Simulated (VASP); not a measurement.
**WS2: single point with PBEsol**

The system is WS2, a slab with vacuum.

```xyz
6
Lattice="3.3034 0.1730 0.1730 -1.5018 2.7743 0.0633 1.2964 1.2964 24.7495" Properties=species:S:1:pos:R:3 pbc="T T T"
W     0.9226    2.7299   15.8051
W     2.1754    1.5139    9.1808
S     0.4875    2.2948    7.4992
S     2.4381    1.7765   14.1954
S     0.6599    2.4672   10.7905
S     2.6105    1.9489   17.4867
```

- Program: VASP 6.6.1
- Task: single point
- Functional: PBEsol
- Potentials or basis: VASP PAW PBE potentials, release 64 (W_sv, S)
- Cutoff: 520 eV
- k mesh: 12 × 12 × 2
- Occupations: gaussian, width 0.05 eV
- Spin: no spin polarisation
- Dipole correction: no
- Further INCAR settings: ALGO = Normal; EDIFF = 1e-06; NBANDS = 35

```json
{
  "Largest force": "2.330 eV/Å",
  "Band gap on the k mesh": "1.09 eV (least direct gap 1.36 eV)"
}
```

Forces in eV/Å, atoms in the order of the input:
```
W    0.279  0.064  0.493
W   -0.279 -0.064 -0.493
S    1.035  0.923  1.872
S    0.733  0.843  1.372
S   -0.733 -0.843 -1.372
S   -1.035 -0.923 -1.872
```

Levels at points of the mesh, in eV from the valence-band top:
```tsv
k point	band 22	band 23	band 24	band 25	band 26	band 27	band 28	band 29	band 30	band 31
(0.00, 0.00, 0.00)	-1.76	-1.49	-1.38	-0.42	0.00	1.36	1.44	1.97	2.01	2.56
(0.50, 0.00, 0.00)	-2.58	-1.28	-0.94	-0.86	-0.84	1.88	1.89	2.45	2.48	2.93
(0.00, 0.50, 0.00)	-2.37	-1.39	-1.34	-0.91	-0.90	1.59	1.59	2.59	2.63	3.25
(0.50, 0.50, 0.00)	-2.34	-1.86	-1.85	-0.81	-0.79	2.01	2.05	2.38	2.42	3.06
(0.00, 0.00, 0.50)	-1.76	-1.49	-1.38	-0.42	0.00	1.36	1.44	1.97	2.01	2.56
(0.50, 0.00, 0.50)	-2.58	-1.28	-0.94	-0.86	-0.84	1.88	1.89	2.45	2.48	2.93
(0.00, 0.50, 0.50)	-2.37	-1.39	-1.34	-0.91	-0.90	1.59	1.59	2.59	2.63	3.25
(0.50, 0.50, 0.50)	-2.34	-1.86	-1.85	-0.81	-0.79	2.01	2.05	2.38	2.42	3.06
```

Run time: 36 min on 1 thread of Oxide Virtual Turin-like Processor, with other jobs on the host, peak memory 0.98 GiB.

Caveat: there is no dipole correction, which matters where the two faces differ; the PAW data sets were made with another functional, which shifts forces and pressure a little; spin-orbit coupling is left out, which moves the levels of the heavy elements.
